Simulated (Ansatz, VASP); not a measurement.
Two plane-wave programs on Cs2AgBiBr6

```
CELL_PARAMETERS angstrom
0.00000 5.74200 5.74200
5.74200 0.00000 5.74200
5.74200 5.74200 0.00000
ATOMIC_POSITIONS crystal
Cs 0.25000 0.25000 0.25000
Cs 0.75000 0.75000 0.75000
Ag 0.50000 0.50000 0.50000
Bi 0.00000 0.00000 0.00000
Br 0.25131 0.74869 0.25131
Br 0.25131 0.74869 0.74869
Br 0.74869 0.25131 0.74869
Br 0.74869 0.25131 0.25131
Br 0.25131 0.25131 0.74869
Br 0.74869 0.74869 0.25131
```

Alike in both runs: functional PBE; k mesh 4 × 4 × 4; occupations gaussian, width 0.02 eV; no spin polarisation.

Ansatz relaxed the structure, and its values are those at the end. VASP's run is a single point on that final structure, the one shown.

```csv
,VASP,Ansatz
version,VASP 6.6.1,Ansatz 0.2.0
potentials or method,"VASP PAW PBE potentials, release 64 (Cs_sv, Ag, Bi_d, Br), cutoff 520 eV","scalar-relativistic, plane waves, PAW"
valence electrons in the cell,86,94
```

|  | VASP | Ansatz | Ansatz less VASP |
| --- | --- | --- | --- |
| gap on the k mesh at the Fermi level (eV) | 1.33 | 1.33 | -0.004 |
| pressure (GPa) | 0.0 | 0.0 | +0.01 |

With one functional, cell and mesh, what is left measures potentials, basis and numerics. VASP's potentials hold 86 valence electrons a cell and Ansatz's 94, so a difference there can come from the potentials and not from the codes.

Neither program's run includes spin-orbit coupling.
